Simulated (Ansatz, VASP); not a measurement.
# Two plane-wave programs on Bi

```xyz
2
Lattice="4.3490 0.0000 0.0000 -2.1745 3.7663 0.0000 0.0000 0.0000 28.0000" Properties=species:S:1:pos:R:3 pbc="T T T"
Bi    0.0000    2.5109   14.1850
Bi    2.1745    1.2554   13.8150
```

Alike in both runs: task single point; functional PBE; k mesh 9 × 9 × 1; occupations gaussian, width 0.02 eV; no spin polarisation.

|  | VASP | Ansatz |
| --- | --- | --- |
| version | VASP 6.6.1 | Ansatz 0.2.0 |
| potentials or method | VASP PAW PBE potentials, release 64 (Bi_d), cutoff 520 eV | scalar-relativistic, plane waves, PAW |
| valence electrons in the cell | 30 | 30 |

VASP gave:

| Item | Value |
| --- | --- |
| gap on the k mesh at the Fermi level (eV) | none |
| rms of the force components (eV/Å) | 1.460 |
| work function, face that differs most (eV) | 3.96 |

**Question.** What did Ansatz give for the same quantities?

**Answer.** gap on the k mesh at the Fermi level (eV): none; rms of the force components (eV/Å): 1.470; work function, face that differs most (eV): 3.96.

Atom by atom the forces differ by 0.009 eV/Å (rms over components). A gap of «none» marks a metal or a gap that the smearing closes.

Neither program's run includes spin-orbit coupling.
